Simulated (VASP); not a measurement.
A run of VASP 6.6.1:

The input INCAR:

```
PREC     = Accurate       # precision mode
ENCUT    = 520            # plane-wave cutoff, eV
EDIFF    = 1E-7           # SCF threshold, eV
ISMEAR   = 0              # smearing method
SIGMA    = 0.05           # smearing width, eV
LREAL    = F              # projectors in reciprocal space
LASPH    = T              # aspherical terms in the spheres
NELM     = 150            # most SCF steps
ALGO     = Normal         # electronic algorithm
ISIF     = 2              # what is computed and relaxed
LWAVE    = F              # write WAVECAR
LCHARG   = F              # write CHGCAR
ISPIN    = 2              # spin polarisation
MAGMOM   = 0.05 0.05 0 0  # initial moments
LORBIT   = 11             # projections on sites
LMAXMIX  = 4              # l up to which the mixer works
GGA      = PE             # functional
NBANDS   = 32             # bands
```

Contents of KPOINTS:

```
Automatic mesh
0
Gamma
  10 10 6
```

Contents of POSCAR:

```
MoSe
1.0
    3.9789772023      0.0000000000      0.0000000000
   -1.9894886011      3.4458953383      0.0000000000
    0.0000000000      0.0000000000      5.0487064514
Mo Se
2 2
Direct
    0.0000000000      0.0000000000      0.0000000000
    0.0000000000      0.0000000000      0.5000000000
    0.3333333333      0.6666666667      0.2500000000
    0.6666666667      0.3333333333      0.7500000000
```

Potentials or basis: VASP PAW PBE potentials, release 64 (Mo_sv, Se).

The run is started by

```console
$ cat potpaw_PBE.64/Mo_sv/POTCAR potpaw_PBE.64/Se/POTCAR > POTCAR
$ mpirun -np 1 vasp_std > vasp.out
```

Hardware: 1 thread of AMD EPYC 9R45 96-Core Processor (Zen 5), on a shared host.

Problem. Estimate the wall time of this run.

Solution. Wall time 2 min on 1 thread of AMD EPYC 9R45 96-Core Processor (Zen 5), with other jobs on the host, peak memory 0.3 GiB. Counts: scf iterations 14, k points 56.
